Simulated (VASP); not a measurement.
# MgS (Niningerite) (Fm-3m) in VASP: further runs, part 2 of 4

VASP 6.6.1. Earlier steps stand in the parts before.

## Step 3: Single point, PBE

INCAR reads:

```
  ALGO = Normal
  EDIFF = 1E-6
  ENCUT = 600
  GGA = PE
  GGA_COMPAT = False
  ISIF = 2
  ISMEAR = 0
  LASPH = True
  LCHARG = False
  LREAL = False
  LWAVE = False
  NBANDS = 11
  NELM = 120
  PREC = Accurate
  SIGMA = 0.012
```

KPOINTS reads:

```
k-points
0
Gamma
  9 9 9
```

POSCAR reads:

```
MgS
1.0
    0.0000000000      2.6016500000      2.6016500000
    2.6016500000      0.0000000000      2.6016500000
    2.6016500000      2.6016500000      0.0000000000
S Mg
1 1
Direct
    0.5000000000      0.5000000000      0.5000000000
    0.0000000000      0.0000000000      0.0000000000
```

Potentials or basis: VASP PAW PBE potentials, release 64 (S, Mg).

Launch:

```console
$ cat potpaw_PBE.64/S/POTCAR potpaw_PBE.64/Mg/POTCAR > POTCAR
$ mpirun -np 1 vasp_std > vasp.out
```

OUTCAR:

```text
EDIFF = 1E-6
   ENCUT = 600
   GGA = PE
   ISIF = 2
   ISMEAR = 0
   LASPH = True
   LREAL = False
   NELM = 120
   PREC = Accurate

 ion  position               nearest neighbor table
   1  0.500  0.500  0.500-   2 2.60   2 2.60   2 2.60   2 2.60   2 2.60   2 2.60
   2  0.000  0.000  0.000-   1 2.60   1 2.60   1 2.60   1 2.60   1 2.60   1 2.60

  LATTYP: Found a face centered cubic cell.
 ALAT       =     5.2033000000

  Lattice vectors:

 A1 = (   0.0000000000,   2.6016500000,   2.6016500000)
 A2 = (   2.6016500000,   0.0000000000,   2.6016500000)
 A3 = (   2.6016500000,   2.6016500000,   0.0000000000)

Analysis of symmetry for initial positions (statically):
[... 33 lines left out ...]
                                     Primitive cell

  volume of cell :      35.2190

  direct lattice vectors                    reciprocal lattice vectors
     0.000000000  2.601650000  2.601650000    -0.192185728  0.192185728  0.192185728
     2.601650000  0.000000000  2.601650000     0.192185728 -0.192185728  0.192185728
     2.601650000  2.601650000  0.000000000     0.192185728  0.192185728 -0.192185728

  length of vectors
     3.679288715  3.679288715  3.679288715     0.332875446  0.332875446  0.332875446

  position of ions in fractional coordinates (direct lattice)
[... 8 lines left out ...]
----------------------------------------------------------------------------------------

 KPOINTS: k-points

Automatic generation of k-mesh.
 Grid dimensions read from file:
 generate k-points for:    9    9    9

 Generating k-lattice:

  Cartesian coordinates                     Fractional coordinates (reciprocal lattice)
    -0.021353970  0.021353970  0.021353970     0.111111111  0.000000000  0.000000000
     0.021353970 -0.021353970  0.021353970     0.000000000  0.111111111  0.000000000
     0.021353970  0.021353970 -0.021353970     0.000000000  0.000000000  0.111111111

  Length of vectors
     0.036986161  0.036986161  0.036986161

  Shift w.r.t. Gamma in fractional coordinates (k-lattice)
     0.000000000  0.000000000  0.000000000

 Subroutine IBZKPT returns following result:
 ===========================================

 Found     35 irreducible k-points:

 Following reciprocal coordinates:
            Coordinates               Weight
  0.000000  0.000000  0.000000      1.000000
  0.111111  0.000000  0.000000      8.000000
  0.222222  0.000000  0.000000      8.000000
  0.333333  0.000000  0.000000      8.000000
  0.444444  0.000000  0.000000      8.000000
  0.111111  0.111111  0.000000      6.000000
[... 16 lines left out ...]
 -0.333333  0.333333  0.000000     12.000000
  0.444444  0.444444  0.000000      6.000000
 [... further k-points ...]
   k-points           NKPTS =     35   k-points in BZ     NKDIM =     35   number of bands    NBANDS=     11
   number of dos      NEDOS =    301   number of ions     NIONS =      2
   total plane-waves  NPLWV =  27000
   dimension x,y,z NGX =    30 NGY =   30 NGZ =   30
   dimension x,y,z NGXF=    60 NGYF=   60 NGZF=   60
   ions per type =               1   1
   NGX,Y,Z   is equivalent  to a cutoff of  13.56, 13.56, 13.56 a.u.
   NGXF,Y,Z  is equivalent  to a cutoff of  27.11, 27.11, 27.11 a.u.
 SYSTEM =  unknown system
   PREC   = accura    normal or accurate (medium, high low for compatibility)
   ISTART =      0    job   : 0-new  1-cont  2-samecut
   ICHARG =      2    charge: 1-file 2-atom 10-const
   ISPIN  =      1    spin polarized calculation?
   LNONCOLLINEAR =      F non collinear calculations
   LSORBIT =      F    spin-orbit coupling
   LASPH  =      T    aspherical Exc in radial PAW
   ENCUT  =  600.0 eV  44.10 Ry    6.64 a.u.   7.35  7.35  7.35*2*pi/ulx,y,z
   NELM   =    120;   NELMIN=  2; NELMDL= -5     # of ELM steps
   EDIFF  = 0.1E-05   stopping-criterion for ELM
   LREAL  =      F    real-space projection
   EDIFFG = 0.1E-04   stopping-criterion for IOM
   NSW    =      0    number of steps for IOM
   IBRION =     -1    ionic relax: 0-MD 1-quasi-New 2-CG
[... 8 lines left out ...]
   EMIN   =  10.00;   EMAX   =-10.00  energy-range for DOS
   EFERMI =   0.00;   METHOD = LEGACY
   ISMEAR =     0;   SIGMA  =   0.01  broadening in eV -4-tet -1-fermi 0-gaus
   EFERMI_NEDOS =   21; number of points for ismear=-14 and -15
   IALGO  =     38    algorithm
   IMIX   =      4    mixing-type and parameters
     AMIX     =   0.40;   BMIX     =  1.00
     AMIX_MAG =   1.60;   BMIX_MAG =  1.00
  volume/ion in A,a.u.               =      17.61       118.83
  Fermi-wavevector in a.u.,A,eV,Ry     =   0.998878  1.887606 13.575323  0.997758
  Thomas-Fermi vector in A             =   2.131131
   LORBIT       =      0    0 simple, 1 ext, 2 COOP (PROOUT), +10 PAW based schemes
   GGA     = PE    functional components
   LHFCALC =     F    Hartree Fock is set to
   AEXX    =    0.0000 exact exchange contribution
   IVDW    =     0    specifies the selected vdW correction
   LEPSILON=     F    determine dielectric tensor
   LRPA    =     F    only Hartree local field effects (RPA)
 non-spin polarized calculation
 Gauss-broadening in eV      SIGMA  =   0.01
  energy-cutoff  :      600.00
  volume of cell :       35.22
 maximum number of plane-waves:      1211
 NGX is ok and might be reduce to    30
   NGX = 15   NGY = 15   NGZ = 15

 number of electron       7.9999999 magnetization

 Free energy of the ion-electron system (eV)
  ---------------------------------------------------
  ext. energy  EPLUGINS =         0.00000000
  ---------------------------------------------------
  free energy    TOTEN  =        -8.50238723 eV

  energy without entropy =       -8.50238723  energy(sigma->0) =       -8.50238723

 E-fermi :   3.7862     XC(G=0):  -9.6883

 val. band max:        3.7247842590   @ k =   0.0000   0.0000   0.0000
 cond. band min:       6.6302557570   @ k =   0.4444   0.4444   0.0000
 fundamental gap:      2.9054714980
 Fermi energy:         3.7861760694

 k-point     1 :       0.0000    0.0000    0.0000
  band No.  band energies     occupation
      1      -8.9418      2.00000
      2       3.7248      2.00000
      3       3.7248      2.00000
      4       3.7248      2.00000
      5       7.4352      0.00000
      6      11.6794      0.00000
      7      11.6794      0.00000
      8      11.6794      0.00000
      9      14.0743      0.00000
     10      14.0743      0.00000
     11      16.2635      0.00000

 k-point     2 :       0.1111    0.0000    0.0000
  band No.  band energies     occupation
      1      -8.8219      2.00000
      2       2.8602      2.00000
      3       3.6436      2.00000
      4       3.6436      2.00000
      5       8.1168      0.00000
      6      11.3908      0.00000
      7      11.8943      0.00000
      8      11.8943      0.00000
      9      13.5113      0.00000
     10      13.5113      0.00000
     11      16.4977      0.00000

 k-point     3 :       0.2222    0.0000    0.0000
  band No.  band energies     occupation
      1      -8.4894      2.00000
      2       1.3039      2.00000
      3       3.4550      2.00000
      4       3.4550      2.00000
      5       8.6953      0.00000
      6      11.7121      0.00000
      7      11.7121      0.00000
      8      11.7326      0.00000
      9      13.7121      0.00000
     10      13.7121      0.00000
     11      15.7877      0.00000

 k-point     4 :       0.3333    0.0000    0.0000
  band No.  band energies     occupation
      1      -8.0423      2.00000
      2      -0.1142      2.00000
      3       3.2643      2.00000
      4       3.2643      2.00000
      5       8.5086      0.00000
      6      11.0645      0.00000
      7      11.0645      0.00000
      8      13.0701      0.00000
      9      15.2392      0.00000
     10      15.2392      0.00000
     11      15.2838      0.00000
[... 239 lines left out ...]
 k-point    22 :      -0.4444    0.3333    0.0000
  band No.  band energies     occupation
      1      -7.3049      2.00000
      2      -0.1487      2.00000
      3       0.9452      2.00000
      4       2.3330      2.00000
      5       7.5775      0.00000
      6      10.0594      0.00000
      7      13.5456      0.00000
      8      13.6450      0.00000
      9      16.1393      0.00000
     10      17.8843      0.00000
     11      20.2462      0.00000

 k-point    23 :      -0.3333    0.3333    0.0000
  band No.  band energies     occupation
      1      -7.3344      2.00000
      2       0.0997      2.00000
      3       0.4068      2.00000
      4       2.5882      2.00000
      5       8.1558      0.00000
      6      11.4440      0.00000
      7      12.6332      0.00000
      8      12.9752      0.00000
      9      15.4545      0.00000
     10      16.1774      0.00000
     11      20.4239      0.00000

 k-point    24 :       0.4444    0.4444    0.0000
  band No.  band energies     occupation
      1      -7.3314      2.00000
      2      -0.3723      2.00000
      3       2.0813      2.00000
      4       2.0813      2.00000
      5       6.6303      0.00000
      6       8.1831      0.00000
      7      15.3720      0.00000
      8      16.4276      0.00000
      9      16.7272      0.00000
     10      16.7272      0.00000
     11      19.9791      0.00000

 [... further k-points ...]
[... 5 lines left out ...]
  --------------------------------------------------------------------------------------
  -------------------------------------------------------------------------------------
  Total        0.1941687      0.1941687      0.1941687      0.0000000      0.0000000     -0.0000000
  in kB        8.8330991      8.8330991      8.8330991      0.0000000      0.0000000     -0.0000000
  external PRESSURE =       8.8330991 kB  Pullay stress =       0.0000000 kB

 VOLUME and BASIS-vectors are now :
 -----------------------------------------------------------------------------
  energy-cutoff  :      600.00
  volume of cell :       35.22
      direct lattice vectors                 reciprocal lattice vectors
     0.000000000  2.601650000  2.601650000    -0.192185728  0.192185728  0.192185728
     2.601650000  0.000000000  2.601650000     0.192185728 -0.192185728  0.192185728
     2.601650000  2.601650000  0.000000000     0.192185728  0.192185728 -0.192185728

 POSITION                                       TOTAL-FORCE (eV/Angst)
 -----------------------------------------------------------------------------------
      2.60165      2.60165      2.60165         0.000000      0.000000     -0.000000
      0.00000      0.00000      0.00000         0.000000     -0.000000      0.000000
 -----------------------------------------------------------------------------------
    total drift:                               -0.000000     -0.000000      0.000000

  FREE ENERGIE OF THE ION-ELECTRON SYSTEM (eV)
  ---------------------------------------------------
  free  energy   TOTEN  =        -8.5023872291 eV

  energy  without entropy=       -8.5023872291  energy(sigma->0) =       -8.50238723
```

Wall time 17 s (1 thread of Intel Xeon Platinum 8375C at 2.90GHz (Ice Lake), shared host); peak memory 0.17 GiB.

What came out:

- Free energy: -8.5024 eV
- Pressure: 0.9 GPa
- Band gap on the k mesh: 2.91 eV, indirect (least direct gap 3.71 eV)

A k mesh can miss the band edges. A hybrid or GW would open this gap; PBE tends to underestimate it.

(Part 2 of 4 ends here.)
